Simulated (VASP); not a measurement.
Input of a VASP 6.6.1 run:

The input INCAR:

```
ALGO = Normal ; EDIFF = 1E-8
ENCUT = 520 ; GGA = PE
IBRION = 8 ; ISIF = 2
ISMEAR = 0 ; LASPH = True
LCHARG = False ; LEPSILON = True
LREAL = False ; LWAVE = False
NBANDS = 11 ; NELM = 60
NSW = 1 ; PREC = Accurate
SIGMA = 0.01
```

KPOINTS

```
k-points
0
Gamma
  10 10 10
```

File POSCAR:

```
MgO
1.0
    0.0000000000      2.0242887472      2.0242887472
    2.0242887472      0.0000000000      2.0242887472
    2.0242887472      2.0242887472      0.0000000000
Mg O
1 1
Direct
    0.0000000000      0.0000000000      0.0000000000
    0.5000000000      0.5000000000      0.5000000000
```

Potentials or basis: VASP PAW PBE potentials, release 64 (Mg, O).

Launch:

```console
$ cat potpaw_PBE.64/Mg/POTCAR potpaw_PBE.64/O/POTCAR > POTCAR
$ mpirun -np 1 vasp_std > vasp.out
```

(1) Predict the electronic dielectric tensor (diagonal).

(2) Estimate the Born charges (mean of the diagonal).

(3) Predict the highest phonon frequency at Γ, LO-TO splitting left out.

Results:

(1) 3.01.

(2) Mg +1.92; O -1.92 e.

(3) 510 cm⁻¹.

Caveat: the cell wasn't relaxed at this level first, which shifts response properties.
